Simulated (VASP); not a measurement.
# BN (P4_2/mnm) in VASP: further runs, part 2 of 2

VASP 6.6.1. Earlier steps stand in the parts before.

### Step 3. Single point, PBE

This run uses another cell than the first one, of the same volume but with other edges.

Input file INCAR:

```
ALGO     = Normal         # electronic algorithm
EDIFF    = 1E-7           # SCF threshold, eV
ENCUT    = 520            # plane-wave cutoff, eV
GGA      = PE             # functional
ISIF     = 2              # what is computed and relaxed
ISMEAR   = 0              # smearing method
LASPH    = True           # aspherical terms in the spheres
LCHARG   = False          # write CHGCAR
LREAL    = False          # projectors in reciprocal space
LWAVE    = False          # write WAVECAR
NBANDS   = 26             # bands
NELM     = 80             # most SCF steps
PREC     = Accurate       # precision mode
SIGMA    = 0.05           # smearing width, eV
```

Input file KPOINTS:

```
k-points
0
Gamma
  6 6 10
```

Input file POSCAR:

```
BN
1.0
    4.5222000000      0.0000000000      0.0000000000
    0.0000000000      4.5222000000      0.0000000000
    0.0000000000      0.0000000000      2.6257000000
B N
4 4
Direct
    0.1742811368      0.8257188632      0.5000000000
    0.3257188632      0.3257188632      0.0000000000
    0.6742811368      0.6742811368      0.0000000000
    0.8257188632      0.1742811368      0.5000000000
    0.8126115048      0.8126115048      0.5000000000
    0.3126115048      0.6873884952      0.0000000000
    0.6873884952      0.3126115048      0.0000000000
    0.1873884952      0.1873884952      0.5000000000
```

Potentials or basis: VASP PAW PBE potentials, release 64 (B, N).

Started as:

```console
$ cat potpaw_PBE.64/B/POTCAR potpaw_PBE.64/N/POTCAR > POTCAR
$ mpirun -np 1 vasp_std > vasp.out
```

OUTCAR:

```text
EDIFF = 1E-7
   ENCUT = 520
   GGA = PE
   ISIF = 2
   ISMEAR = 0
   LASPH = True
   LREAL = False
   NELM = 80
   PREC = Accurate

 ion  position               nearest neighbor table
   1  0.174  0.826  0.500-   6 1.58   6 1.58   8 1.64   5 1.64
   2  0.326  0.326  0.000-   8 1.58   8 1.58   6 1.64   7 1.64
   3  0.674  0.674  0.000-   5 1.58   5 1.58   7 1.64   6 1.64
   4  0.826  0.174  0.500-   7 1.58   7 1.58   8 1.64   5 1.64
[... 915 lines left out ...]
  Total       -6.7252437     -6.7252437     -9.3988103     -0.0000000      0.0000000      0.0000000
  in kB     -200.6660828   -200.6660828   -280.4392725     -0.0000000      0.0000000      0.0000000
  external PRESSURE =    -227.2571460 kB  Pullay stress =       0.0000000 kB

 VOLUME and BASIS-vectors are now :
 -----------------------------------------------------------------------------
  energy-cutoff  :      520.00
  volume of cell :       53.70
      direct lattice vectors                 reciprocal lattice vectors
     4.522200000  0.000000000  0.000000000     0.221131308  0.000000000  0.000000000
     0.000000000  4.522200000  0.000000000     0.000000000  0.221131308  0.000000000
     0.000000000  0.000000000  2.625700000     0.000000000  0.000000000  0.380850821

 POSITION                                       TOTAL-FORCE (eV/Angst)
 -----------------------------------------------------------------------------------
      0.78813      3.73407      1.31285         0.019279     -0.019279     -0.000000
      1.47297      1.47297      0.00000        -0.019279     -0.019279     -0.000000
      3.04923      3.04923      0.00000         0.019279      0.019279      0.000000
      3.73407      0.78813      1.31285        -0.019279      0.019279      0.000000
      3.67479      3.67479      1.31285         0.071363      0.071363      0.000000
      1.41369      3.10851      0.00000         0.071363     -0.071363      0.000000
      3.10851      1.41369      0.00000        -0.071363      0.071363      0.000000
      0.84741      0.84741      1.31285        -0.071363     -0.071363      0.000000
 -----------------------------------------------------------------------------------
    total drift:                                0.000000      0.000000      0.000000

  FREE ENERGIE OF THE ION-ELECTRON SYSTEM (eV)
  ---------------------------------------------------
  free  energy   TOTEN  =       -68.7042533532 eV

  energy  without entropy=      -68.7042533532  energy(sigma->0) =      -68.70425335
```

stdout:

```text
POSCAR found type information on POSCAR B N
 POSCAR found :  2 types and       8 ions
 scaLAPACK will be used
 LDA part: xc-table for (Slater+PW92), standard interpolation
 POSCAR, INCAR and KPOINTS ok, starting setup
 FFT: planning ... GRIDC
 FFT: planning ... GRID_SOFT
 FFT: planning ... GRID
 WAVECAR not read
 entering main loop
```

It took 59 s on 1 thread of Intel Xeon Platinum 8259CL at 2.50GHz (Skylake/Cascade Lake), shared host; peak memory 0.2 GiB.

What came out:

```yaml
Free_energy: -68.7043 eV
Pressure: -22.7 GPa
Largest_force: 0.101 eV/Å
Band_gap_on_the_k_mesh: 4.84 eV, indirect (least direct gap 5.83 eV)
```

Forces on the atoms (eV/Å):
```
B    0.019 -0.019  0.000
B   -0.019 -0.019  0.000
B    0.019  0.019  0.000
B   -0.019  0.019  0.000
N    0.071  0.071  0.000
N    0.071 -0.071  0.000
N   -0.071  0.071  0.000
N   -0.071 -0.071  0.000
```

A k mesh can miss the band edges.

### Step 4. Single point, PBE

This run uses another cell than the first one, of 6.77 Å³/atom, 1.010 times its volume.

Input file INCAR:

```
SYSTEM = BN
  PREC = Accurate
  ENCUT = 520
  EDIFF = 1E-6
  ISMEAR = 0
  SIGMA = 0.05
  LREAL = .FALSE.
  LASPH = .TRUE.
  NELM = 100
  ALGO = Normal
  ISIF = 2
  LWAVE = .FALSE.
  LCHARG = .TRUE.
  GGA = PE
  LELF = .TRUE.
  LVHAR = .TRUE.
  NBANDS = 26
```

Input file KPOINTS:

```
regular mesh
0
G
  6 6 10
  0 0 0
```

POSCAR, as its differences from that of step 3:

```diff
@@ -2,5 +2,5 @@
 1.0
-    4.5222000000      0.0000000000      0.0000000000
-    0.0000000000      4.5222000000      0.0000000000
-    0.0000000000      0.0000000000      2.6257000000
+    4.3563000000      0.0000000000      0.0000000000
+    0.0000000000      4.3563000000      0.0000000000
+    0.0000000000      0.0000000000      2.8551000000
 B N
```

Potentials or basis: VASP PAW PBE potentials, release 64 (B, N).

Started as:

```console
$ cat potpaw_PBE.64/B/POTCAR potpaw_PBE.64/N/POTCAR > POTCAR
$ mpirun -np 1 vasp_std > vasp.out
```

OUTCAR:

```text
SYSTEM = BN
   PREC = Accurate
   ENCUT = 520
   EDIFF = 1E-6
   ISMEAR = 0
   LREAL = .FALSE.
   LASPH = .TRUE.
   NELM = 100
   ISIF = 2
   GGA = PE

 ion  position               nearest neighbor table
   1  0.174  0.826  0.500-   5 1.58   8 1.58   6 1.66   6 1.66   4 2.15
   2  0.326  0.326  0.000-   6 1.58   7 1.58   8 1.66   8 1.66   3 2.15
   3  0.674  0.674  0.000-   6 1.58   7 1.58   5 1.66   5 1.66   2 2.15
   4  0.826  0.174  0.500-   5 1.58   8 1.58   7 1.66   7 1.66   1 2.15
   5  0.813  0.813  0.500-   1 1.58   4 1.58   3 1.66   3 1.66
   6  0.313  0.687  0.000-   2 1.58   3 1.58   1 1.66   1 1.66
   7  0.687  0.313  0.000-   2 1.58   3 1.58   4 1.66   4 1.66
[... 912 lines left out ...]
  in kB       43.9564360     43.9564360   -778.1847949      0.0000000      0.0000000      0.0000000
  external PRESSURE =    -230.0906410 kB  Pullay stress =       0.0000000 kB

 VOLUME and BASIS-vectors are now :
 -----------------------------------------------------------------------------
  energy-cutoff  :      520.00
  volume of cell :       54.18
      direct lattice vectors                 reciprocal lattice vectors
     4.356300000  0.000000000  0.000000000     0.229552602  0.000000000  0.000000000
     0.000000000  4.356300000  0.000000000     0.000000000  0.229552602  0.000000000
     0.000000000  0.000000000  2.855100000     0.000000000  0.000000000  0.350250429

 POSITION                                       TOTAL-FORCE (eV/Angst)
 -----------------------------------------------------------------------------------
      0.75922      3.59708      1.42755        -0.051934      0.051934     -0.000000
      1.41893      1.41893      0.00000         0.051934      0.051934     -0.000000
      2.93737      2.93737      0.00000        -0.051934     -0.051934      0.000000
      3.59708      0.75922      1.42755         0.051934     -0.051934      0.000000
      3.53998      3.53998      1.42755        -0.489854     -0.489854      0.000000
      1.36183      2.99447      0.00000        -0.489854      0.489854      0.000000
      2.99447      1.36183      0.00000         0.489854     -0.489854      0.000000
      0.81632      0.81632      1.42755         0.489854      0.489854      0.000000
 -----------------------------------------------------------------------------------
    total drift:                               -0.000000     -0.000000     -0.000000

  FREE ENERGIE OF THE ION-ELECTRON SYSTEM (eV)
  ---------------------------------------------------
  free  energy   TOTEN  =       -67.3559976955 eV

  energy  without entropy=      -67.3559976955  energy(sigma->0) =      -67.35599770
```

OSZICAR:

```text
N       E                     dE             d eps       ncg     rms          rms(c)
DAV:   1     0.107260578800E+03    0.10726E+03   -0.16477E+04  3120   0.118E+03
DAV:   2    -0.642227381563E+02   -0.17148E+03   -0.16073E+03  4170   0.270E+02
DAV:   3    -0.711326879716E+02   -0.69099E+01   -0.68606E+01  4262   0.511E+01
DAV:   4    -0.711882535064E+02   -0.55566E-01   -0.55496E-01  3896   0.485E+00
DAV:   5    -0.711890317340E+02   -0.77823E-03   -0.77769E-03  4200   0.539E-01    0.128E+01
DAV:   6    -0.675846978256E+02    0.36043E+01   -0.92829E+00  3998   0.175E+01    0.577E+00
DAV:   7    -0.674028017175E+02    0.18190E+00   -0.55581E-01  3834   0.463E+00    0.368E+00
DAV:   8    -0.673582052009E+02    0.44597E-01   -0.15150E-01  3758   0.242E+00    0.376E-01
DAV:   9    -0.673552442976E+02    0.29609E-02   -0.15316E-02  4004   0.843E-01    0.190E-01
DAV:  10    -0.673558919891E+02   -0.64769E-03   -0.15445E-03  3892   0.251E-01    0.616E-02
DAV:  11    -0.673559798153E+02   -0.87826E-04   -0.24840E-04  3886   0.100E-01    0.287E-02
DAV:  12    -0.673559968178E+02   -0.17002E-04   -0.36757E-05  3908   0.416E-02    0.652E-03
DAV:  13    -0.673559976955E+02   -0.87773E-06   -0.34934E-06  3926   0.132E-02
   1 F= -.67355998E+02 E0= -.67355998E+02  d E =-.123280E-11
```

Wall time 50 s (1 thread of Intel Xeon Platinum 8259CL at 2.50GHz (Skylake/Cascade Lake), shared host); peak memory 0.19 GiB.

What came out:

- Free energy: -67.3560 eV
- Pressure: -23.0 GPa
- Largest force: 0.693 eV/Å
- Band gap on the k mesh: 3.72 eV, direct

Forces in eV/Å, atoms in the order of the input:
```
B   -0.052  0.052  0.000
B    0.052  0.052  0.000
B   -0.052 -0.052  0.000
B    0.052 -0.052  0.000
N   -0.490 -0.490  0.000
N   -0.490  0.490  0.000
N    0.490 -0.490  0.000
N    0.490  0.490  0.000
```

Stress tensor (GPa, compression positive):
```
  4.40   0.00   0.00
  0.00   4.40   0.00
  0.00   0.00 -77.82
```

Levels at points of the mesh, in eV from the valence-band top:
```csv
k point,band 12,band 13,band 14,band 15,band 16,band 17,band 18,band 19,band 20,band 21
"(0.00, 0.00, 0.00)",-2.89,-1.08,-0.75,0.00,0.00,3.72,5.52,6.80,6.80,7.32
"(0.50, 0.00, 0.00)",-2.91,-1.89,-1.89,-1.49,-1.49,5.06,5.06,7.00,7.00,8.13
"(0.50, 0.50, 0.00)",-3.95,-3.16,-3.16,-1.74,-1.74,5.53,5.53,6.20,6.20,7.54
"(0.00, 0.00, 0.50)",-5.26,-3.65,-3.65,-3.32,-3.32,6.20,6.20,10.32,10.32,11.64
"(0.50, 0.00, 0.50)",-4.51,-3.67,-3.67,-1.53,-1.53,6.81,6.81,8.65,8.65,9.33
"(0.50, 0.50, 0.50)",-3.18,-2.92,-2.92,-2.12,-2.12,6.17,6.17,7.06,7.06,8.66
```

A k mesh can miss the band edges.

### Step 5. Summary

| cell | gap on the mesh (eV) | pressure (GPa) | largest force (eV/Å) |
| --- | --- | --- | --- |
| a = 4.456, b = 4.456, c = 2.702 Å, 8 atoms | 4.78 | -22.8 | 0.16 |
| a = 4.522, b = 4.522, c = 2.626 Å, 8 atoms | 4.84 | -22.7 | 0.10 |
| a = 4.356, b = 4.356, c = 2.855 Å, 8 atoms | 3.72 | -23.0 | 0.69 |

Alike in all rows: task single point; level PBE; potentials or basis VASP PAW PBE potentials, release 64 (B, N); no spin polarisation; k mesh 6 × 6 × 10; cutoff (eV) 520; smearing gaussian 0.05 eV.

Absolute energies hang on the potentials; compare differences alone.
